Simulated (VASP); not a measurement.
The system is B2SbP3.

```
B Sb P
1.0
     3.73689    0.00000    0.00000
    -1.86845    3.23624    0.00000
     0.00000    0.00000    9.07742
B Sb P
2 1 3
Direct
  0.33333 0.66667 0.67169
  0.66667 0.33333 0.32831
  0.00000 0.00000 0.00000
  0.00000 0.00000 0.50000
  0.33333 0.66667 0.15693
  0.66667 0.33333 0.84307
```

The cell was built from a structure type or drawn by symmetry, and may not be a known phase.

* Program: VASP 6.6.1
* Task: relaxation of cell and atoms
* Functional: PBE
* Potentials or basis: VASP PAW PBE potentials, release 64 (B, Sb, P)
* Cutoff: 600 eV
* k mesh: 6 × 6 × 2
* Occupations: gaussian, width 0.1 eV
* Spin: no spin polarisation

At the start: pressure -9.5 GPa; volume 18.30 Å³/atom.

Q: Where does the relaxation end?

A: Over 23 steps the energy falls by 927.3 meV/atom and the volume is 14.41 Å³/atom (-21.3 %); space group P-3m1 (No. 164, to 0.1 Å) before and after.

The path:
```
step  energy change (eV)  largest force (eV/Å)  pressure (GPa)  volume (Å³)
   1              0.0000                2.9174           -9.50       109.78
   2             -1.6425                3.7020           -3.35        93.42
   3             -1.7773                4.3662           36.93        69.32
   4             -2.2858                4.3039           11.39        80.33
   5             -3.1802                2.9706            9.49        78.82
   6             -3.9998                0.5968           11.38        75.74
   7             -4.4812                0.5037            1.81        80.68
   8             -4.6622                0.6382           -5.16        85.65
   9             -4.6770                0.7326           -6.93        87.46
  10             -5.0713                0.7736           -5.81        87.21
  11             -5.2253                0.6097            4.05        85.04
  12             -5.4591                0.7965           -2.46        86.46
  13             -5.4812                0.7457           -1.03        86.13
  14             -5.4813                0.7538           -1.29        86.19
  15             -5.5154                0.3376            0.79        85.16
  16             -5.5177                0.2094            1.53        84.81
  17             -5.5316                0.2197            0.47        85.74
  18             -5.5363                0.2274           -0.64        86.75
  19             -5.5474                0.2092           -0.45        86.87
  20             -5.5568                0.1696            0.02        87.13
  21             -5.5609                0.0662           -0.45        87.19
  22             -5.5614                0.0364           -0.68        87.23
  23             -5.5636                0.0054            0.05        86.44
```

Final structure:
```
B Sb P
1.0
     3.17745    0.00000    0.00000
    -1.58872    2.75175    0.00000
     0.00000    0.00000    9.88658
B Sb P
2 1 3
Cartesian
  0.0000 1.8345 6.4302
  1.5887 0.9173 3.4564
  3.1774 0.0000 0.0000
  3.1774 0.0000 4.9433
  0.0000 1.8345 2.6563
  1.5887 0.9173 7.2303
```

Caveat: the volume moved by over 15 % at a fixed basis, so the end points are rough.
